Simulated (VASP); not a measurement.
# Ta4O (P4/mmm) in VASP: notebook, part 2 of 3

VASP 6.6.1.

### 3 Single point, PBEsol (strain +0.030 along x and y, +0.000 along z)

Contents of INCAR:

```
SYSTEM = Ta4O
PREC = Accurate ; ENCUT = 520
EDIFF = 1E-6 ; ISMEAR = 0
SIGMA = 0.15 ; LREAL = .FALSE.
LASPH = .TRUE. ; NELM = 60
ALGO = Normal ; ISIF = 2
LWAVE = .FALSE. ; LCHARG = .TRUE.
GGA = PS ; LELF = .TRUE.
LVHAR = .TRUE. ; NBANDS = 33
```

Contents of KPOINTS:

```
regular mesh
0
G
  14 14 8
  0 0 0
```

Contents of POSCAR:

```
Ta4O
1.0
    3.3072661624      0.0000000000      0.0000000000
    0.0000000000      3.3072661624      0.0000000000
    0.0000000000      0.0000000000      7.3419834195
Ta O
4 1
Direct
    0.0000000000      0.0000000000      0.5000000000
    0.5000000000      0.5000000000      0.7827831983
    0.5000000000      0.5000000000      0.2172168017
    0.0000000000      0.0000000000      0.0000000000
    0.5000000000      0.5000000000      0.5000000000
```

Potentials or basis: VASP PAW PBE potentials, release 64 (Ta_pv, O).

The run is started by

```
$ cat potpaw_PBE.64/Ta_pv/POTCAR potpaw_PBE.64/O/POTCAR > POTCAR
$ mpirun -np 1 vasp_std > vasp.out
```

It took 14 min on 1 thread of Oxide Virtual Turin-like, shared host; peak memory 0.44 GiB.

It converged, with:

```
Free energy            : -58.3903 eV
Pressure               : -11.0 GPa
Largest force          : 0.172 eV/Å
Band gap on the k mesh : zero (band 25 reaches 6.54 eV, above the bottom of band 26 at 5.52 eV)
```

Forces in eV/Å, atoms in the order of the input:
```
Ta   0.000  0.000  0.000
Ta   0.000  0.000  0.172
Ta   0.000  0.000 -0.172
Ta   0.000  0.000  0.000
O    0.000  0.000  0.000
```

Stress tensor (GPa, compression positive):
```
-12.22   0.00   0.00
  0.00 -12.22   0.00
  0.00   0.00  -8.62
```

Levels at points of the mesh, in eV from the Fermi level:
```csv
k point,band 21,band 22,band 23,band 24,band 25,band 26,band 27,band 28,band 29,band 30
"(0.00, 0.00, 0.00)",-2.45,-1.42,-0.43,-0.43,-0.36,0.33,0.98,0.98,1.47,1.50
"(0.50, 0.00, 0.00)",-1.51,-0.99,-0.93,-0.63,0.28,0.83,0.85,1.35,1.71,2.05
"(0.50, 0.50, 0.00)",-1.89,-1.42,-1.42,-0.64,-0.64,1.35,2.41,2.67,2.67,2.98
"(0.00, 0.00, 0.50)",-3.27,-0.56,-0.56,-0.37,-0.04,0.63,0.74,0.74,0.89,1.94
"(0.50, 0.00, 0.50)",-1.68,-1.21,-1.02,-0.62,-0.50,0.92,1.41,1.67,1.90,2.33
"(0.50, 0.50, 0.50)",-2.59,-1.52,-1.52,-0.07,-0.07,1.34,1.93,1.93,2.78,2.98
```

Caveat: the cell differs from its parent crystal (strain +0.030 along x and y, +0.000 along z); the PAW data sets were made with another functional, which shifts forces and pressure a little; spin-orbit coupling is left out, which moves the levels of the heavy elements.

### 4 Single point, PBEsol (strain +0.000 along x and y, +0.015 along z)

Contents of INCAR:

```
PREC = Accurate ; ENCUT = 520
EDIFF = 1E-6 ; ISMEAR = 0
SIGMA = 0.15 ; LREAL = False
LASPH = True ; NELM = 100
ALGO = Normal ; ISIF = 2
LWAVE = False ; LCHARG = True
GGA = PS ; LELF = True
LVHAR = True ; NBANDS = 33
```

Contents of KPOINTS:

```
regular mesh
0
Gamma
  14 14 8
```

POSCAR: that of step 3 with these lines changed.

```diff
@@ -2,5 +2,5 @@
 1.0
-    3.3072661624      0.0000000000      0.0000000000
-    0.0000000000      3.3072661624      0.0000000000
-    0.0000000000      0.0000000000      7.3419834195
+    3.2109380217      0.0000000000      0.0000000000
+    0.0000000000      3.2109380217      0.0000000000
+    0.0000000000      0.0000000000      7.4521131708
 Ta O
```

Potentials or basis: VASP PAW PBE potentials, release 64 (Ta_pv, O).

The run is started by

```
$ cat potpaw_PBE.64/Ta_pv/POTCAR potpaw_PBE.64/O/POTCAR > POTCAR
$ mpirun -np 1 vasp_std > vasp.out
```

OUTCAR:

```text
PREC = Accurate
   ENCUT = 520
   EDIFF = 1E-6
   ISMEAR = 0
   LREAL = False
   LASPH = True
   NELM = 100
   ISIF = 2
   GGA = PS

 ion  position               nearest neighbor table
   1  0.000  0.000  0.500-   5 2.27   5 2.27   5 2.27   5 2.27   3 3.10   3 3.10   2 3.10   3 3.10
                             2 3.10   2 3.10   3 3.10   2 3.10
   2  0.500  0.500  0.783-   5 2.11   4 2.79   4 2.79   4 2.79   4 2.79   1 3.10   1 3.10   1 3.10
                             1 3.10   3 3.24
   3  0.500  0.500  0.217-   5 2.11   4 2.79   4 2.79   4 2.79   4 2.79   1 3.10   1 3.10   1 3.10
                             1 3.10   2 3.24
   4  0.000  0.000  0.000-   2 2.79   3 2.79   2 2.79   3 2.79   2 2.79   3 2.79   2 2.79   3 2.79

   5  0.500  0.500  0.500-   2 2.11   3 2.11   1 2.27   1 2.27   1 2.27   1 2.27

  LATTYP: Found a simple tetragonal cell.
 ALAT       =     3.2109380217
 C/A-ratio  =     2.3208523866

  Lattice vectors:

 A1 = (   3.2109380217,   0.0000000000,   0.0000000000)
 A2 = (   0.0000000000,   3.2109380217,   0.0000000000)
 A3 = (   0.0000000000,   0.0000000000,   7.4521131708)

Analysis of symmetry for initial positions (statically):
=====================================================================
 Subroutine PRICEL returns:
[... 175 lines left out ...]

  energy without entropy =      -58.52158011  energy(sigma->0) =      -58.53638949

 E-fermi :   6.4699     XC(G=0): -12.8508

 val. band max:        6.4667640457   @ k =   0.5000   0.4286   0.5000
 cond. band min:       6.4722374004   @ k =   0.0714   0.0000   0.0000
 fundamental gap:      0.0054733547
 Fermi energy:         6.4698653527

 k-point     1 :       0.0000    0.0000    0.0000
  band No.  band energies     occupation
      1     -29.0459      2.00000
      2     -29.0459      2.00000
      3     -28.6991      2.00000
      4     -28.0887      2.00000
      5     -27.9910      2.00000
      6     -27.7467      2.00000
[... 853 lines left out ...]
     32       9.6766      0.00000
     33      10.3384      0.00000

 [... further k-points ...]
[... 5 lines left out ...]
  --------------------------------------------------------------------------------------
  -------------------------------------------------------------------------------------
  Total       -1.0514679     -1.0514679     -2.7280693      0.0000000     -0.0000000      0.0000000
  in kB      -21.9261968    -21.9261968    -56.8882660      0.0000000     -0.0000000      0.0000000
  external PRESSURE =     -33.5802198 kB  Pullay stress =       0.0000000 kB

 VOLUME and BASIS-vectors are now :
 -----------------------------------------------------------------------------
  energy-cutoff  :      520.00
  volume of cell :       76.83
      direct lattice vectors                 reciprocal lattice vectors
     3.210938022  0.000000000  0.000000000     0.311435473  0.000000000  0.000000000
     0.000000000  3.210938022  0.000000000     0.000000000  0.311435473  0.000000000
     0.000000000  0.000000000  7.452113171     0.000000000  0.000000000  0.134190125

 POSITION                                       TOTAL-FORCE (eV/Angst)
 -----------------------------------------------------------------------------------
      0.00000      0.00000      3.72606         0.000000      0.000000      0.000000
      1.60547      1.60547      5.83339         0.000000      0.000000     -0.140828
      1.60547      1.60547      1.61872         0.000000     -0.000000      0.140828
      0.00000      0.00000      0.00000         0.000000      0.000000      0.000000
      1.60547      1.60547      3.72606         0.000000      0.000000      0.000000
 -----------------------------------------------------------------------------------
    total drift:                                0.000000     -0.000000      0.000000

  FREE ENERGIE OF THE ION-ELECTRON SYSTEM (eV)
  ---------------------------------------------------
  free  energy   TOTEN  =       -58.5511988698 eV

  energy  without entropy=      -58.5215801091  energy(sigma->0) =      -58.53638949
```

OSZICAR:

```text
N       E                     dE             d eps       ncg     rms          rms(c)
DAV:   1     0.490792669689E+03    0.49079E+03   -0.27691E+04 11896   0.159E+03
DAV:   2    -0.371683001639E+02   -0.52796E+03   -0.51229E+03 13260   0.469E+02
DAV:   3    -0.625653982757E+02   -0.25397E+02   -0.24743E+02 15135   0.948E+01
DAV:   4    -0.630676371470E+02   -0.50224E+00   -0.49691E+00 14613   0.128E+01
DAV:   5    -0.630801900588E+02   -0.12553E-01   -0.12530E-01 15420   0.159E+00    0.317E+01
DAV:   6    -0.602905326806E+02    0.27897E+01   -0.27280E+01 15548   0.363E+01    0.157E+01
DAV:   7    -0.596209481256E+02    0.66958E+00   -0.16524E+01 16371   0.180E+01    0.110E+01
DAV:   8    -0.585771424544E+02    0.10438E+01   -0.39171E+00 15243   0.120E+01    0.246E+00
DAV:   9    -0.585535165870E+02    0.23626E-01   -0.36796E-01 14993   0.387E+00    0.709E-01
DAV:  10    -0.585520799713E+02    0.14366E-02   -0.28953E-02 14534   0.110E+00    0.415E-01
DAV:  11    -0.585514827292E+02    0.59724E-03   -0.69226E-03 15997   0.592E-01    0.112E-01
DAV:  12    -0.585512267963E+02    0.25593E-03   -0.14310E-03 15291   0.275E-01    0.470E-02
DAV:  13    -0.585512216883E+02    0.51080E-05   -0.35044E-04 16066   0.109E-01    0.365E-02
DAV:  14    -0.585511990304E+02    0.22658E-04   -0.13282E-04 15702   0.766E-02    0.511E-03
DAV:  15    -0.585511988698E+02    0.16070E-06   -0.39075E-06 12936   0.120E-02
   1 F= -.58551199E+02 E0= -.58536389E+02  d E =-.296188E-01
```

Run time: 8.3 min. Hardware: 1 thread of Oxide Virtual Turin-like, shared host; peak memory 0.41 GiB.

What came out:

| Item | Value |
| --- | --- |
| Free energy | -58.5512 eV |
| Pressure | -3.4 GPa |
| Largest force | 0.141 eV/Å |
| Band gap on the k mesh | zero (band 25 reaches 6.92 eV, above the bottom of band 26 at 5.85 eV) |

Forces on the atoms (eV/Å):
```
Ta   0.000  0.000  0.000
Ta   0.000  0.000 -0.141
Ta   0.000  0.000  0.141
Ta   0.000  0.000  0.000
O    0.000  0.000  0.000
```

Levels at points of the mesh, in eV from the Fermi level:
```
           k point  band 22  band 23  band 24  band 25  band 26  band 27  band 28  band 29
(0.00, 0.00, 0.00)    -1.68    -0.50    -0.50    -0.14     0.61     1.08     1.08     1.15
(0.50, 0.00, 0.00)    -1.20    -0.91    -0.69     0.16     0.96     0.98     1.31     1.75
(0.50, 0.50, 0.00)    -1.57    -1.57    -0.66    -0.66     1.86     2.32     2.89     2.89
(0.00, 0.00, 0.50)    -0.73    -0.51    -0.51     0.27     0.63     0.63     0.84     1.23
(0.50, 0.00, 0.50)    -1.15    -1.00    -0.63    -0.38     1.11     1.22     1.42     1.80
(0.50, 0.50, 0.50)    -1.87    -1.87     0.14     0.14     1.85     1.96     1.96     2.96
```

Caveat: the cell differs from its parent crystal (strain +0.000 along x and y, +0.015 along z); the PAW data sets were made with another functional, which shifts forces and pressure a little; spin-orbit coupling is left out, which moves the levels of the heavy elements.

[end of part 2 of 3]
